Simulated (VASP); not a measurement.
# Li2Se (Fm-3m) in VASP: a series of runs

Li2Se is run at these levels: PBE, PBEsol, LDA; tasks: relaxation of cell and atoms.

All numbers are computed with VASP 6.6.1; they aren't measurements. Logs are shortened: lines on timing, memory, paths and dates and some standing lists are left out, and cuts for length are marked.

### Step 1. The cell of the first run

It takes space group Fm-3m (No. 225, cubic). The conventional cell has a = 6.005 Å, b = 6.005 Å, c = 6.005 Å, α = 90.00°, β = 90.00°, γ = 90.00°. Li (site symmetry -43m) has 4 Se at 2.60 Å and 6 Li at 3.00 Å within 3.4 Å. Se (site symmetry m-3m) has 8 Li at 2.60 Å within 3.4 Å.

### Step 2. Relaxation of cell and atoms, PBE

INCAR reads:

```
SYSTEM = Li2Se
  PREC = Accurate
  ENCUT = 750
  EDIFF = 1E-7
  ISMEAR = -1
  SIGMA = 0.02
  LREAL = .FALSE.
  LASPH = .TRUE.
  NELM = 120
  ALGO = Normal
  ISIF = 3
  LWAVE = .FALSE.
  LCHARG = .FALSE.
  GGA = PE
  IBRION = 2
  NSW = 80
  EDIFFG = -0.005
  GGA_COMPAT = .FALSE.
  NELMIN = 4
```

KPOINTS reads:

```
Automatic mesh
0
G
  6 6 6
  0 0 0
```

POSCAR reads:

```
Li2Se
1.0
    0.0000000000      3.0025000000      3.0025000000
    3.0025000000      0.0000000000      3.0025000000
    3.0025000000      3.0025000000      0.0000000000
Li Se
2 1
Direct
    0.2500000000      0.2500000000      0.2500000000
    0.7500000000      0.7500000000      0.7500000000
    0.0000000000      0.0000000000      0.0000000000
```

Potentials or basis: VASP PAW PBE potentials, release 64 (Li_sv, Se).

On the command line:

```console
> cat potpaw_PBE.64/Li_sv/POTCAR potpaw_PBE.64/Se/POTCAR > POTCAR
> mpirun -np 1 vasp_std > vasp.out
```

OUTCAR:

```text
SYSTEM = Li2Se
   PREC = Accurate
   ENCUT = 750
   EDIFF = 1E-7
   ISMEAR = -1
   LREAL = .FALSE.
   LASPH = .TRUE.
   NELM = 120
   ISIF = 3
   GGA = PE
   IBRION = 2
   NSW = 80
   EDIFFG = -0.005
   NELMIN = 4

 ion  position               nearest neighbor table
   1  0.250  0.250  0.250-   3 2.60   3 2.60   3 2.60   3 2.60
   2  0.750  0.750  0.750-   3 2.60   3 2.60   3 2.60   3 2.60
   3  0.000  0.000  0.000-   1 2.60   2 2.60   2 2.60   2 2.60   2 2.60   1 2.60   1 2.60   1 2.60

  LATTYP: Found a face centered cubic cell.
 ALAT       =     6.0050000000

  Lattice vectors:

 A1 = (   0.0000000000,   3.0025000000,   3.0025000000)
 A2 = (   3.0025000000,   0.0000000000,   3.0025000000)
 A3 = (   3.0025000000,   3.0025000000,   0.0000000000)

Analysis of symmetry for initial positions (statically):
=====================================================================
 Subroutine PRICEL returns:
 Original cell was already a primitive cell.

 Routine SETGRP: Setting up the symmetry group for a
 face centered cubic supercell.

 Subroutine GETGRP returns: Found 48 space group operations
 (whereof 48 operations were pure point group operations)
 out of a pool of 48 trial point group operations.

The static configuration has the point symmetry O_h .

Analysis of symmetry for dynamics (positions and initial velocities):
=====================================================================
 Subroutine PRICEL returns:
 Original cell was already a primitive cell.

 Routine SETGRP: Setting up the symmetry group for a
 face centered cubic supercell.

 Subroutine GETGRP returns: Found 48 space group operations
 (whereof 48 operations were pure point group operations)
 out of a pool of 48 trial point group operations.

The dynamic configuration has the point symmetry O_h .

 Subroutine INISYM returns: Found 48 space group operations
 (whereof 48 operations are pure point group operations),
 and found     1 'primitive' translations

----------------------------------------------------------------------------------------

                                     Primitive cell

  volume of cell :      54.1351

  direct lattice vectors                    reciprocal lattice vectors
     0.000000000  3.002500000  3.002500000    -0.166527893  0.166527893  0.166527893
     3.002500000  0.000000000  3.002500000     0.166527893 -0.166527893  0.166527893
     3.002500000  3.002500000  0.000000000     0.166527893  0.166527893 -0.166527893

  length of vectors
     4.246176221  4.246176221  4.246176221     0.288434772  0.288434772  0.288434772

  position of ions in fractional coordinates (direct lattice)
     0.250000000  0.250000000  0.250000000
     0.750000000  0.750000000  0.750000000
     0.000000000  0.000000000  0.000000000

  ion indices of the primitive-cell ions
   primitive index   ion index
                 1           1
                 2           2
                 3           3

----------------------------------------------------------------------------------------

 KPOINTS: Automatic mesh

Automatic generation of k-mesh.
 Grid dimensions read from file:
 generate k-points for:    6    6    6

 Generating k-lattice:

  Cartesian coordinates                     Fractional coordinates (reciprocal lattice)
    -0.027754649  0.027754649  0.027754649     0.166666667  0.000000000  0.000000000
     0.027754649 -0.027754649  0.027754649     0.000000000  0.166666667  0.000000000
     0.027754649  0.027754649 -0.027754649     0.000000000  0.000000000  0.166666667

  Length of vectors
     0.048072462  0.048072462  0.048072462

  Shift w.r.t. Gamma in fractional coordinates (k-lattice)
     0.000000000  0.000000000  0.000000000

 Subroutine IBZKPT returns following result:
 ===========================================

 Found     16 irreducible k-points:

 Following reciprocal coordinates:
            Coordinates               Weight
  0.000000  0.000000  0.000000      1.000000
  0.166667  0.000000  0.000000      8.000000
  0.333333  0.000000  0.000000      8.000000
  0.500000  0.000000  0.000000      4.000000
  0.166667  0.166667  0.000000      6.000000
  0.333333  0.166667  0.000000     24.000000
[... 8 lines left out ...]
 -0.333333  0.333333  0.166667     24.000000
 -0.333333  0.500000  0.166667     12.000000
   k-points           NKPTS =     16   k-points in BZ     NKDIM =     16   number of bands    NBANDS=     10
   number of dos      NEDOS =    301   number of ions     NIONS =      3
   total plane-waves  NPLWV =  64000
   dimension x,y,z NGX =    40 NGY =   40 NGZ =   40
   dimension x,y,z NGXF=    80 NGYF=   80 NGZF=   80
   ions per type =               2   1
   NGX,Y,Z   is equivalent  to a cutoff of  15.66, 15.66, 15.66 a.u.
   NGXF,Y,Z  is equivalent  to a cutoff of  31.32, 31.32, 31.32 a.u.
 SYSTEM =  Li2Se
   PREC   = accura    normal or accurate (medium, high low for compatibility)
   ISTART =      0    job   : 0-new  1-cont  2-samecut
   ICHARG =      2    charge: 1-file 2-atom 10-const
   ISPIN  =      1    spin polarized calculation?
   LNONCOLLINEAR =      F non collinear calculations
   LSORBIT =      F    spin-orbit coupling
   LASPH  =      T    aspherical Exc in radial PAW
   ENCUT  =  750.0 eV  55.12 Ry    7.42 a.u.   9.48  9.48  9.48*2*pi/ulx,y,z
   NELM   =    120;   NELMIN=  4; NELMDL= -5     # of ELM steps
   EDIFF  = 0.1E-06   stopping-criterion for ELM
   LREAL  =      F    real-space projection
   EDIFFG = -.5E-02   stopping-criterion for IOM
   NSW    =     80    number of steps for IOM
   IBRION =      2    ionic relax: 0-MD 1-quasi-New 2-CG
   NFREE  =      1    steps in history (QN), initial steepest desc. (CG)
   ISIF   =      3    stress and relaxation
   ISYM   =      2    0-nonsym 1-usesym 2-fastsym
   POTIM  = 0.5000    time-step for ionic-motion
   TEBEG  =    0.0;   TEEND  =   0.0 temperature during run
   PSTRESS=    0.0 pullay stress
   NELECT =      12.0000    total number of electrons
   NUPDOWN=      -1.0000    fix difference up-down
   EMIN   =  10.00;   EMAX   =-10.00  energy-range for DOS
   EFERMI =   0.00;   METHOD = LEGACY
   ISMEAR =    -1;   SIGMA  =   0.02  broadening in eV -4-tet -1-fermi 0-gaus
   EFERMI_NEDOS =   21; number of points for ismear=-14 and -15
   IALGO  =     38    algorithm
   IMIX   =      4    mixing-type and parameters
     AMIX     =   0.40;   BMIX     =  1.00
     AMIX_MAG =   1.60;   BMIX_MAG =  1.00
  volume/ion in A,a.u.               =      18.05       121.77
  Fermi-wavevector in a.u.,A,eV,Ry     =   0.990776  1.872296 13.355989  0.981637
  Thomas-Fermi vector in A             =   2.122471
   LORBIT       =      0    0 simple, 1 ext, 2 COOP (PROOUT), +10 PAW based schemes
   GGA     = PE    functional components
   LHFCALC =     F    Hartree Fock is set to
   AEXX    =    0.0000 exact exchange contribution
   IVDW    =     0    specifies the selected vdW correction
   LEPSILON=     F    determine dielectric tensor
   LRPA    =     F    only Hartree local field effects (RPA)
 conjugate gradient relaxation of ions
 non-spin polarized calculation
  energy-cutoff  :      750.00
  volume of cell :       54.14
 maximum number of plane-waves:      2565
 NGX is ok and might be reduce to    40
   NGX = 19   NGY = 19   NGZ = 19

 number of electron      12.0000004 magnetization

 Free energy of the ion-electron system (eV)
  ---------------------------------------------------
  ext. energy  EPLUGINS =         0.00000000
  ---------------------------------------------------
  free energy    TOTEN  =       -11.13060623 eV

  energy without entropy =      -11.13060623  energy(sigma->0) =      -11.13060623

 E-fermi :   1.5612     XC(G=0):  -8.2616

 val. band max:        0.9959180945   @ k =   0.0000   0.0000   0.0000
 cond. band min:       3.9705545252   @ k =   0.5000   0.5000   0.0000
 fundamental gap:      2.9746364307
 Fermi energy:         1.5612112203

 k-point     1 :       0.0000    0.0000    0.0000
  band No.  band energies     occupation
      1     -43.7165      2.00000
      2     -43.6928      2.00000
      3     -10.3930      2.00000
      4       0.9959      2.00000
      5       0.9959      2.00000
      6       0.9959      2.00000
      7       4.3792      0.00000
      8       6.6151      0.00000
      9       6.6151      0.00000
     10       6.6151      0.00000

 k-point     2 :       0.1667    0.0000    0.0000
  band No.  band energies     occupation
      1     -43.7149      2.00000
      2     -43.6942      2.00000
      3     -10.3094      2.00000
      4      -0.0248      2.00000
      5       0.8428      2.00000
      6       0.8428      2.00000
      7       5.1078      0.00000
      8       6.9768      0.00000
      9       6.9768      0.00000
     10       7.2453      0.00000

 k-point     3 :       0.3333    0.0000    0.0000
  band No.  band energies     occupation
      1     -43.7103      2.00000
      2     -43.6984      2.00000
      3     -10.1280      2.00000
      4      -1.3693      2.00000
      5       0.5830      2.00000
      6       0.5830      2.00000
      7       5.8275      0.00000
      8       7.1209      0.00000
      9       7.1209      0.00000
     10       8.4445      0.00000
[... 144 lines left out ...]
 k-point    15 :      -0.3333    0.3333    0.1667
  band No.  band energies     occupation
      1     -43.7041      2.00000
      2     -43.7041      2.00000
      3      -9.9418      2.00000
      4      -1.3960      2.00000
      5      -0.6222      2.00000
      6      -0.2050      2.00000
      7       6.2528      0.00000
      8       7.0142      0.00000
      9       9.2344      0.00000
     10       9.7311      0.00000

 k-point    16 :      -0.3333    0.5000    0.1667
  band No.  band energies     occupation
      1     -43.7061      2.00000
      2     -43.7021      2.00000
      3      -9.9133      2.00000
      4      -1.1003      2.00000
      5      -0.6850      2.00000
      6      -0.6845      2.00000
      7       5.2472      0.00000
      8       8.0367      0.00000
      9       8.5442      0.00000
     10      10.2437      0.00000

------------------------ aborting loop because EDIFF is reached ----------------------------------------

  FORCE on cell =-STRESS in cart. coord.  units (eV):
  Direction    XX          YY          ZZ          XY          YZ          ZX
  --------------------------------------------------------------------------------------
  -------------------------------------------------------------------------------------
  Total       -0.0146558     -0.0146558     -0.0146558     -0.0000000      0.0000000     -0.0000000
  in kB       -0.4337517     -0.4337517     -0.4337517     -0.0000000      0.0000000     -0.0000000
  external PRESSURE =      -0.4337517 kB  Pullay stress =       0.0000000 kB

 VOLUME and BASIS-vectors are now :
 -----------------------------------------------------------------------------
  energy-cutoff  :      750.00
  volume of cell :       54.14
      direct lattice vectors                 reciprocal lattice vectors
     0.000000000  3.002500000  3.002500000    -0.166527893  0.166527893  0.166527893
     3.002500000  0.000000000  3.002500000     0.166527893 -0.166527893  0.166527893
     3.002500000  3.002500000  0.000000000     0.166527893  0.166527893 -0.166527893

 POSITION                                       TOTAL-FORCE (eV/Angst)
 -----------------------------------------------------------------------------------
      1.50125      1.50125      1.50125         0.000000      0.000000      0.000000
      4.50375      4.50375      4.50375        -0.000000     -0.000000     -0.000000
      0.00000      0.00000      0.00000         0.000000     -0.000000     -0.000000
 -----------------------------------------------------------------------------------
    total drift:                                0.000000     -0.000000      0.000000

  FREE ENERGIE OF THE ION-ELECTRON SYSTEM (eV)
  ---------------------------------------------------
  free  energy   TOTEN  =       -11.1306062298 eV

  energy  without entropy=      -11.1306062298  energy(sigma->0) =      -11.13060623

 reached required accuracy - stopping structural energy minimisation
```

It took 13 s on 1 thread of Intel Xeon 6975P-C (Granite Rapids), shared host; peak memory 0.23 GiB.

What came out:

```
Free energy             : -11.1306 eV
Pressure after relaxing : 0.0 GPa
Band gap on the k mesh  : 2.97 eV (least direct gap 3.38 eV)
```

Final structure:
```cif
data_structure
_symmetry_space_group_name_H-M 'P 1'
_symmetry_Int_Tables_number 1
_cell_length_a 4.2462
_cell_length_b 4.2462
_cell_length_c 4.2462
_cell_angle_alpha 60.000
_cell_angle_beta 60.000
_cell_angle_gamma 60.000
_cell_volume 54.14
loop_
_atom_site_label
_atom_site_type_symbol
_atom_site_fract_x
_atom_site_fract_y
_atom_site_fract_z
_atom_site_occupancy
Li1 Li 0.25000 0.25000 0.25000 1
Li2 Li 0.75000 0.75000 0.75000 1
Se1 Se 0.00000 0.00000 0.00000 1
```

Caveat: the relaxation stopped at its first step, so nothing moved. A hybrid or GW would open this gap; PBE tends to underestimate it.

### Step 3. Relaxation of cell and atoms, PBEsol

INCAR reads:

```
SYSTEM = Li2Se
PREC = Accurate
ENCUT = 750
EDIFF = 1E-7
ISMEAR = -1
SIGMA = 0.02
LREAL = .False.
LASPH = .True.
NELM = 120
ALGO = Normal
ISIF = 3
LWAVE = .False.
LCHARG = .False.
GGA = PS
IBRION = 2
NSW = 80
EDIFFG = -0.005
GGA_COMPAT = .False.
NELMIN = 4
```

KPOINTS reads:

```
Automatic mesh
0
Gamma
  6 6 6
  0 0 0
```

POSCAR is that of step 2.

Potentials or basis: VASP PAW PBE potentials, release 64 (Li_sv, Se).

On the command line:

```console
> cat potpaw_PBE.64/Li_sv/POTCAR potpaw_PBE.64/Se/POTCAR > POTCAR
> mpirun -np 1 vasp_std > vasp.out
```

It took 29 s on 1 thread of Intel Xeon 6975P-C (Granite Rapids), shared host; peak memory 0.24 GiB.

It converged, with:

| Property | Result |
| --- | --- |
| Free energy | -11.5602 eV |
| Relaxed volume | 17.52 Å³/atom |
| Relaxed cell | a = 4.205 Å, b = 4.205 Å, c = 4.205 Å, α = 60.00°, β = 60.00°, γ = 60.00° |
| Space group after relaxing (to 0.1 Å) | Fm-3m (No. 225) |
| Energy gained by relaxing | 1.7 meV/atom |
| Ionic steps | 3 |
| Pressure after relaxing | 0.0 GPa |
| Band gap on the k mesh | 2.81 eV (least direct gap 3.36 eV) |

The path:
| step | energy change (eV) | largest force (eV/Å) | pressure (GPa) | volume (Å³) |
| --- | --- | --- | --- | --- |
| 1 | 0.0000 | 0.0000 | -1.00 | 54.14 |
| 2 | -0.0040 | 0.0000 | -0.46 | 53.26 |
| 3 | -0.0050 | 0.0000 | 0.00 | 52.57 |

Final structure:
```cif
data_structure
_symmetry_space_group_name_H-M 'P 1'
_symmetry_Int_Tables_number 1
_cell_length_a 4.2048
_cell_length_b 4.2048
_cell_length_c 4.2048
_cell_angle_alpha 60.000
_cell_angle_beta 60.000
_cell_angle_gamma 60.000
_cell_volume 52.57
loop_
_atom_site_label
_atom_site_type_symbol
_atom_site_fract_x
_atom_site_fract_y
_atom_site_fract_z
_atom_site_occupancy
Li1 Li 0.25000 0.25000 0.25000 1
Li2 Li 0.75000 0.75000 0.75000 1
Se1 Se 0.00000 0.00000 0.00000 1
```

Levels at points of the mesh, in eV from the valence-band top:
```
           k point  band 2  band 3  band 4  band 5  band 6  band 7  band 8  band 9  band 10
(0.00, 0.00, 0.00)  -43.94  -11.49    0.00    0.00    0.00    3.36    5.58    5.58     5.58
(0.50, 0.00, 0.00)  -43.96  -11.10   -3.04   -0.55   -0.55    5.14    5.90    5.90     7.90
(0.50, 0.50, 0.00)  -43.95  -10.98   -2.37   -1.51   -1.51    2.81    6.20   10.41    10.41
```

Caveat: the PAW data sets were made with another functional, which shifts forces and pressure a little. A k mesh can miss the band edges.

### Step 4. Relaxation of cell and atoms, LDA

Changes to INCAR since step 3:

```diff
@@ -13,3 +13,3 @@
 LCHARG = .False.
-GGA = PS
+GGA = CA
 IBRION = 2
```

KPOINTS is that of step 3.

POSCAR is that of step 3.

Potentials or basis: VASP PAW LDA potentials, release 64 (Li_sv, Se).

On the command line:

```console
> cat potpaw_LDA.64/Li_sv/POTCAR potpaw_LDA.64/Se/POTCAR > POTCAR
> mpirun -np 1 vasp_std > vasp.out
```

It took 29 s on 1 thread of Intel Xeon 6975P-C (Granite Rapids), shared host; peak memory 0.19 GiB.

It converged, with:

| Item | Value |
| --- | --- |
| Free energy | -12.1801 eV |
| Relaxed volume | 16.68 Å³/atom |
| Relaxed cell | a = 4.136 Å, b = 4.136 Å, c = 4.136 Å, α = 60.00°, β = 60.00°, γ = 60.00° |
| Space group after relaxing (to 0.1 Å) | Fm-3m (No. 225) |
| Energy gained by relaxing | 11.9 meV/atom |
| Ionic steps | 4 |
| Pressure after relaxing | 0.0 GPa |
| Band gap on the k mesh | 2.74 eV (least direct gap 3.55 eV) |

The path:
```csv
step,energy change (eV),largest force (eV/Å),pressure (GPa),volume (Å³)
1,0.0000,0.0000,-2.63,54.14
2,-0.0282,0.0000,-1.29,51.85
3,-0.0356,0.0000,-0.07,50.14
4,-0.0356,0.0000,0.01,50.04
```

Final structure:
```xyz
3
Lattice="0.0000 2.9249 2.9249 2.9249 0.0000 2.9249 2.9249 2.9249 0.0000" Properties=species:S:1:pos:R:3 pbc="T T T"
Li    1.4624    1.4624    1.4624
Li    4.3873    4.3873    4.3873
Se    5.8498    5.8498    5.8498
```

Levels at points of the mesh, in eV from the valence-band top:
| k point | band 2 | band 3 | band 4 | band 5 | band 6 | band 7 | band 8 | band 9 | band 10 |
| --- | --- | --- | --- | --- | --- | --- | --- | --- | --- |
| (0.00, 0.00, 0.00) | -43.57 | -11.64 | 0.00 | 0.00 | 0.00 | 3.55 | 5.50 | 5.50 | 5.50 |
| (0.50, 0.00, 0.00) | -43.59 | -11.22 | -3.21 | -0.60 | -0.60 | 5.30 | 5.85 | 5.85 | 8.10 |
| (0.50, 0.50, 0.00) | -43.58 | -11.09 | -2.47 | -1.64 | -1.64 | 2.74 | 6.31 | 10.64 | 10.64 |

A k mesh can miss the band edges. LDA usually gives volumes a few per cent too small.

### Step 5. Overview

| level | potentials or basis | gap on the mesh (eV) | pressure (GPa) | relaxed volume (Å³/atom) |
| --- | --- | --- | --- | --- |
| PBE | VASP PAW PBE potentials, release 64 (Li_sv, Se) | 2.97 | 0.0 | - |
| PBEsol | VASP PAW PBE potentials, release 64 (Li_sv, Se) | 2.81 | 0.0 | 17.52 |
| LDA | VASP PAW LDA potentials, release 64 (Li_sv, Se) | 2.74 | 0.0 | 16.68 |

Alike in all rows: task relaxation of cell and atoms; no spin polarisation; cell relaxed; k mesh 6 × 6 × 6; cutoff (eV) 750; smearing fermi-dirac 0.02 eV.

Caveats: the relaxation stopped at its first step, so nothing moved (at least some runs); the PAW data sets were made with another functional, which shifts forces and pressure a little (at least some runs).

Total energies depend on the potentials used, so only differences within one code and one set of settings carry meaning.
